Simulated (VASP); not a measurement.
Wanted: the native input for a VASP 6.6.1 run.

```
Task                   : single point
Functional             : r2SCAN
Potentials or basis    : VASP PAW PBE potentials, release 64 (Sr_sv)
Cutoff                 : 520 eV
k mesh                 : 9 × 9 × 9
Occupations            : methfessel-paxton, width 0.1 eV
Spin                   : no spin polarisation
Dipole correction      : no
Further INCAR settings : ALGO = Normal; EDIFF = 1e-06; NBANDS = 11
```

Sr:

```
Sr
1.0
     0.00000    3.05211    3.05211
     3.05211    0.00000    3.05211
     3.05211    3.05211    0.00000
Sr
1
Direct
  0.00000 0.00000 0.00000
```

The input as run:

POSCAR

```
Sr
1.0
    0.0000000000      3.0521104090      3.0521104090
    3.0521104090      0.0000000000      3.0521104090
    3.0521104090      3.0521104090      0.0000000000
Sr
1
Direct
    0.0000000000      0.0000000000      0.0000000000
```

INCAR.step1

```
SYSTEM = Sr
  ALGO = Normal
  EDIFF = 1E-4
  ENCUT = 520
  GGA = PE
  ISMEAR = 1
  LASPH = .TRUE.
  LCHARG = .FALSE.
  LREAL = .FALSE.
  LWAVE = .TRUE.
  NBANDS = 11
  NELM = 100
  PREC = Accurate
  SIGMA = 0.1
```

INCAR.step2

```
SYSTEM = Sr
  ALGO = Normal
  EDIFF = 1E-6
  ENCUT = 520
  ISIF = 2
  ISMEAR = 1
  ISTART = 1
  LASPH = .TRUE.
  LCHARG = .FALSE.
  LMIXTAU = .TRUE.
  LREAL = .FALSE.
  LWAVE = .FALSE.
  METAGGA = R2SCAN
  NBANDS = 11
  NELM = 100
  PREC = Accurate
  SIGMA = 0.1
```

KPOINTS

```
k-points
0
G
  9 9 9
  0 0 0
```

Potentials or basis: VASP PAW PBE potentials, release 64 (Sr_sv).

The run is started by

```bash
$ cat potpaw_PBE.64/Sr_sv/POTCAR > POTCAR
$ cp INCAR.step1 INCAR
$ mpirun -np 1 vasp_std > vasp.out
$ cp INCAR.step2 INCAR
$ mpirun -np 1 vasp_std > vasp.out
```

Results of the run:

```json
{
  "Pressure": "0.0 GPa",
  "Band gap on the k mesh": "zero (band 5 reaches 1.46 eV, above the bottom of band 6 at 1.45 eV)"
}
```

Caveat: the PAW data sets were made with another functional, which shifts forces and pressure a little.

It took 37 s on 1 thread of Intel(R) Xeon(R) Platinum 8488C (Sapphire Rapids), on a shared host, peak memory 0.19 GiB.
